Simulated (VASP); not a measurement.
Here is a VASP 6.6.1 calculation.

File INCAR:

```
SYSTEM = AlN
PREC = Accurate
ENCUT = 520
EDIFF = 1E-6
ISMEAR = 0
SIGMA = 0.05
LREAL = .FALSE.
LASPH = .TRUE.
NELM = 80
ALGO = Normal
ISIF = 2
LWAVE = .FALSE.
LCHARG = .TRUE.
GGA = PE
LELF = .TRUE.
LVHAR = .TRUE.
NBANDS = 36
```

Contents of KPOINTS:

```
Automatic mesh
0
G
  8 8 2
  0 0 0
```

Contents of POSCAR:

```
AlN
1.0
    2.1839935596     -2.1839935596      0.0000000000
    2.1839935596      0.0000000000     -2.1839935596
    8.5627691576      8.5627691576      8.5627691576
Al N
6 6
Direct
    0.6666666667      0.6666666667      0.0637302233
    0.0000000000      0.0000000000      0.9139199690
    0.3333333333      0.3333333333      0.2337681725
    0.6666666667      0.6666666667      0.5738440707
    0.0000000000      0.0000000000      0.4038061216
    0.3333333333      0.3333333333      0.7438820198
    0.6666666667      0.6666666667      0.4463156089
    1.0000000000      1.0000000000      0.2762776597
    0.3333333333      0.3333333333      0.6163535580
    0.6666666667      0.6666666667      0.9564294562
    0.0000000000      0.0000000000      0.7863915071
    0.3333333333      0.3333333333      0.1062397106
```

Potentials or basis: VASP PAW PBE potentials, release 64 (Al, N).

The run is started by

```sh
$ cat potpaw_PBE.64/Al/POTCAR potpaw_PBE.64/N/POTCAR > POTCAR
$ mpirun -np 1 vasp_std > vasp.out
```

(1) Estimate the band gap on the k mesh.

(2) What does it give for the largest force?

(3) What does it give for the pressure?

Answers

(1) 2.85 eV, indirect (least direct gap 3.42 eV).

(2) 9.087 eV/Å.

(3) 11.9 GPa.

Caveat: forces of over 1 eV/Å act on the atoms, so gaps and moduli don't describe the material at rest.
